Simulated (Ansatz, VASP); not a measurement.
Two plane-wave programs on Cd

File POSCAR:

```
Cd
1.0
    2.9509006248      0.0000000000      0.0000000000
   -1.4754503124      2.5555549051      0.0000000000
    0.0000000000      0.0000000000      5.8838547497
Cd
2
Direct
    0.3333333333      0.6666666667      0.2500000000
    0.6666666667      0.3333333333      0.7500000000
```

INCAR.step1

```
SYSTEM = Cd
PREC     = Accurate       ! precision mode
ENCUT    = 520            ! plane-wave cutoff, eV
ISMEAR   = -1             ! smearing method
SIGMA    = 0.1            ! smearing width, eV
LREAL    = .FALSE.        ! projectors in reciprocal space
LASPH    = .TRUE.         ! aspherical terms in the spheres
NELM     = 60             ! most SCF steps
NBANDS   = 19             ! bands
GGA      = PE             ! functional
ALGO     = Normal         ! electronic algorithm
EDIFF    = 1E-4           ! SCF threshold, eV
LWAVE    = .TRUE.         ! write WAVECAR
LCHARG   = .FALSE.        ! write CHGCAR
```

The input INCAR.step2:

```
SYSTEM = Cd
PREC     = Accurate       ! precision mode
ENCUT    = 520            ! plane-wave cutoff, eV
EDIFF    = 1E-6           ! SCF threshold, eV
ISMEAR   = -1             ! smearing method
SIGMA    = 0.1            ! smearing width, eV
LREAL    = .FALSE.        ! projectors in reciprocal space
LASPH    = .TRUE.         ! aspherical terms in the spheres
NELM     = 60             ! most SCF steps
ALGO     = Normal         ! electronic algorithm
ISIF     = 2              ! what is computed and relaxed
LWAVE    = .FALSE.        ! write WAVECAR
LCHARG   = .FALSE.        ! write CHGCAR
METAGGA  = R2SCAN         ! meta-GGA
LMIXTAU  = .TRUE.       
NBANDS   = 19             ! bands
ISTART   = 1
```

KPOINTS

```
Automatic mesh
0
G
  6 6 3
  0 0 0
```

Input for Ansatz:

```yaml
crystal:
  lattice:
    - [2.9509006248, 0.0, 0.0]
    - [-1.4754503124, 2.5555549051, 0.0]
    - [0.0, 0.0, 5.8838547497]
  atoms:
    - { symbol: Cd, position: [0.3333333333, 0.6666666667, 0.25] }
    - { symbol: Cd, position: [0.6666666667, 0.3333333333, 0.75] }
hamiltonian:
  xc: r2scan
  pseudopotentials:
    kind: paw
    azcp:
      Cd: "pseudopotentials/Cd.paw.azcp"
basis:
  ecutwfc: 500
  fft_grid_basis: typed
kpoints:
  mp_grid: { grid: [6, 6, 3], shift: [0, 0, 0] }
magnetization:
  spin_polarized: false
scf:
  occupations: { method: fermi_dirac, width: 0.1 }
  lower_state_search: "off"
output:
  stress: true
```

Alike in both runs: task single point; functional r2SCAN; k mesh 6 × 6 × 3; occupations fermi-dirac, width 0.1 eV; no spin polarisation.

```csv
,VASP,Ansatz
version,VASP 6.6.1,Ansatz 0.2.0
potentials or method,"VASP PAW PBE potentials, release 64 (Cd), cutoff 520 eV","plane waves (500 eV) with PAW, scalar-relativistic"
valence electrons in the cell,24,40
```

VASP gave:

- pressure (GPa): 0.5
- traceless stress, the component that is largest in VASP (GPa): 0.20

Estimate Ansatz's values.

pressure (GPa): 0.1; traceless stress, the component that is largest in VASP (GPa): 0.34.

VASP's potentials were made for PBE, not for r2SCAN. The functional is the same, so the differences come from potentials, cutoffs and numerics. VASP's potentials hold 24 valence electrons a cell and Ansatz's 40, so a difference there can come from the potentials and not from the codes.

The k mesh is coarse, so the values compare programs but aren't converged.
